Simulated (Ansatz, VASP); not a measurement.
**Mo6CO: VASP beside Ansatz**

```
Mo C O
1.0
     4.46958    0.00000    0.00000
    -2.23479    3.87077    0.00000
     0.00000    0.00000   22.25957
Mo C O
6 1 1
Direct
  0.66667 0.33333 0.17970
  0.33333 0.66667 0.22068
  0.00000 0.00000 0.26167
  0.66667 0.33333 0.29905
  0.33333 0.66667 0.33552
  0.00000 0.00000 0.37106
  0.16667 0.33333 0.45372
  0.31140 0.62280 0.46721
```

Alike in both runs: task single point; functional PBE; k mesh 6 × 6 × 1; occupations gaussian, width 0.1 eV; no spin polarisation.

|  | VASP | Ansatz |
| --- | --- | --- |
| version | VASP 6.6.1 | Ansatz 0.2.0 |
| potentials or method | VASP PAW PBE potentials, release 64 (Mo_sv, C, O), cutoff 520 eV | scalar-relativistic, plane waves, PAW |
| valence electrons in the cell | 94 | 94 |

|  | VASP | Ansatz | Ansatz less VASP |
| --- | --- | --- | --- |
| gap on the k mesh at the Fermi level (eV) | 0.06 | 0.07 | +0.001 |
| least direct gap on the mesh (eV) | 0.07 | 0.07 | 0.000 |
| rms of the force components (eV/Å) | 0.905 | 0.819 | -0.0862 |

Atom by atom the forces differ by 0.230 eV/Å (rms over components). With one functional, cell and mesh, what is left measures potentials, basis and numerics.

Noted on VASP's run: the standard files for N, O and F lose accuracy on very short bonds.
